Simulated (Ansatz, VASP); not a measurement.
This is a calculation of ZnS for VASP 6.6.1.

INCAR

```
SYSTEM = ZnS
ALGO = Normal
EDIFF = 1E-6
ENCUT = 520
GGA = RP
ISIF = 2
ISMEAR = -1
LASPH = .True.
LCHARG = .True.
LELF = .True.
LREAL = .False.
LVHAR = .True.
LWAVE = .False.
NBANDS = 46
NELM = 80
PREC = Accurate
SIGMA = 0.05
```

File KPOINTS:

```
k-points
0
Gamma
  8 8 3
  0 0 0
```

File POSCAR:

```
ZnS
1.0
    3.8730044530      0.0000000000      0.0000000000
   -1.9365022265      3.3541202452      0.0000000000
    0.0000000000      0.0000000000     12.6847557358
Zn S
4 4
Direct
    0.6666666667      0.3333333333      0.7500000000
    0.3333333333      0.6666666667      0.2500000000
    0.0000000000      0.0000000000      0.5000000000
    0.0000000000      0.0000000000      0.0000000000
    0.6666666667      0.3333333333      0.9375000000
    0.3333333333      0.6666666667      0.4375000000
    0.0000000000      0.0000000000      0.6875000000
    0.0000000000      0.0000000000      0.1875000000
```

Potentials or basis: VASP PAW PBE potentials, release 64 (Zn, S).

Command:

```sh
$ cat potpaw_PBE.64/Zn/POTCAR potpaw_PBE.64/S/POTCAR > POTCAR
$ mpirun -np 1 vasp_std > vasp.out
```

Set up the same calculation for Ansatz 0.2.0. Potentials there: Ansatz PAW.

As run (the cutoff follows the program's own potentials):

Contents of input.yaml:

```yaml
crystal:
  lattice:
    - [3.873004453, 0.0, 0.0]
    - [-1.9365022265, 3.3541202452, 0.0]
    - [0.0, 0.0, 12.6847557358]
  atoms:
    - { symbol: Zn, position: [0.6666666667, 0.3333333333, 0.75] }
    - { symbol: Zn, position: [0.3333333333, 0.6666666667, 0.25] }
    - { symbol: Zn, position: [0.0, 0.0, 0.5] }
    - { symbol: Zn, position: [0.0, 0.0, 0.0] }
    - { symbol: S, position: [0.6666666667, 0.3333333333, 0.9375] }
    - { symbol: S, position: [0.3333333333, 0.6666666667, 0.4375] }
    - { symbol: S, position: [0.0, 0.0, 0.6875] }
    - { symbol: S, position: [0.0, 0.0, 0.1875] }
hamiltonian:
  xc: rpbe
  pseudopotentials: { kind: paw }
kpoints:
  mp_grid: { grid: [8, 8, 3] }
scf:
  occupations: { method: fermi_dirac, width: 0.05 }
output:
  forces: true
  stress: true
  eigenvalues: true
```

Potentials or basis: Ansatz PAW.

Run with:

```sh
$ ansatz run input.yaml --threads 2 --pin off --max-ram 5120MiB --backend cpu --events-out ev --progress --plain --runs-dir out
```

Both were run:

|  | VASP | Ansatz | Ansatz less VASP |
| --- | --- | --- | --- |
| gap on the k mesh at the Fermi level (eV) | 2.13 | 2.13 | +0.002 |
| least direct gap on the mesh (eV) | 2.13 | 2.13 | +0.002 |
| pressure (GPa) | 1.2 | 1.1 | -0.13 |
| traceless stress, the component that is largest in VASP (GPa) | -0.09 | -0.10 | -0.006 |
| rms of the force components (eV/Å) | 0.012 | 0.012 | -0.0002 |

VASP's potentials were made for PBE, not for RPBE. Atom by atom the forces differ by 0.000 eV/Å (rms over components). The functional is the same, so the differences come from potentials, cutoffs and numerics.

Noted on Ansatz's run: odd divisions of the mesh miss points on the zone boundary, where band edges often lie, so the gap on the mesh can be too wide.
